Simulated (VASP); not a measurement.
Wanted: the native input for a VASP 6.6.1 run.

```yaml
Task: single point
Functional: PBE
Potentials_or_basis: VASP PAW PBE potentials, release 64 (Ga_d, N)
Cutoff: 520 eV
k_mesh: 10 × 10 × 10
Occupations: fermi-dirac, width 0.05 eV
Spin: no spin polarisation
Dipole_correction: no
Further_INCAR_settings: ALGO = Normal; EDIFF = 1e-06; NBANDS = 16
```

The structure of GaN lies in POSCAR:

```
GaN
1.0
    2.9403561429      0.0000000000      0.0000000000
   -1.4701780714      2.5464231558      0.0000000000
    0.0000000000      0.0000000000      2.6471037976
Ga N
1 1
Direct
    0.6666700000      0.3333300000      0.5000000000
    0.0000000000      0.0000000000      0.0000000000
```

One way to write it, as run:

INCAR

```
SYSTEM = GaN
PREC = Accurate
ENCUT = 520
EDIFF = 1E-6
ISMEAR = -1
SIGMA = 0.05
LREAL = .False.
LASPH = .True.
NELM = 100
ALGO = Normal
ISIF = 2
LWAVE = .False.
LCHARG = .False.
GGA = PE
NBANDS = 16
```

KPOINTS

```
Automatic mesh
0
Gamma
  10 10 10
  0 0 0
```

Potentials or basis: VASP PAW PBE potentials, release 64 (Ga_d, N).

Command:

```console
$ cat potpaw_PBE.64/Ga_d/POTCAR potpaw_PBE.64/N/POTCAR > POTCAR
$ mpirun -np 1 vasp_std > vasp.out
```

It gave:

```json
{
 "Pressure": "8.5 GPa",
 "Band gap on the k mesh": "zero (band 9 reaches 8.30 eV, above the bottom of band 10 at 7.28 eV)"
}
```

Wall time 36 s on 1 thread of Intel(R) Xeon(R) Platinum 8488C (Sapphire Rapids) (shared host), peak memory 0.18 GiB.
